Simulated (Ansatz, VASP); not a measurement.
**YMgC4N4: VASP beside Ansatz**

```xyz
10
Lattice="6.4903 0.0000 0.0000 0.0000 6.4903 0.0000 0.0000 0.0000 6.4903" Properties=species:S:1:pos:R:3 pbc="T T T"
Y     3.2451    3.2451    3.2451
Mg    0.0000    0.0000    0.0000
C     1.2551    1.2551    1.2551
C     1.2551    5.2351    5.2351
C     5.2351    1.2551    5.2351
C     5.2351    5.2351    1.2551
N     1.9352    1.9352    1.9352
N     1.9352    4.5550    4.5550
N     4.5550    1.9352    4.5550
N     4.5550    4.5550    1.9352
```

Alike in both runs: functional PBE; k mesh 6 × 6 × 6; occupations gaussian, width 0.1 eV; no spin polarisation.

Ansatz relaxed the structure, and its values are those at the end. VASP's run is a single point on that final structure, the one shown.

|  | VASP | Ansatz |
| --- | --- | --- |
| version | VASP 6.6.1 | Ansatz 0.2.0 |
| potentials or method | VASP PAW PBE potentials, release 64 (Y_sv, Mg_sv, C, N), cutoff 750 eV | scalar-relativistic, plane waves, PAW |
| valence electrons in the cell | 57 | 57 |

|  | VASP | Ansatz | Ansatz less VASP |
| --- | --- | --- | --- |
| gap on the k mesh at the Fermi level (eV) | none | none | - |
| pressure (GPa) | 0.2 | 0.0 | -0.17 |
| rms of the force components (eV/Å) | 0.175 | 0.003 | -0.1720 |

A gap of «none» marks a metal or a gap that the smearing closes. One of these differences is far larger than is usual between the two programs; its cause wasn't traced.

Noted on VASP's run: the standard files for N, O and F lose accuracy on very short bonds.
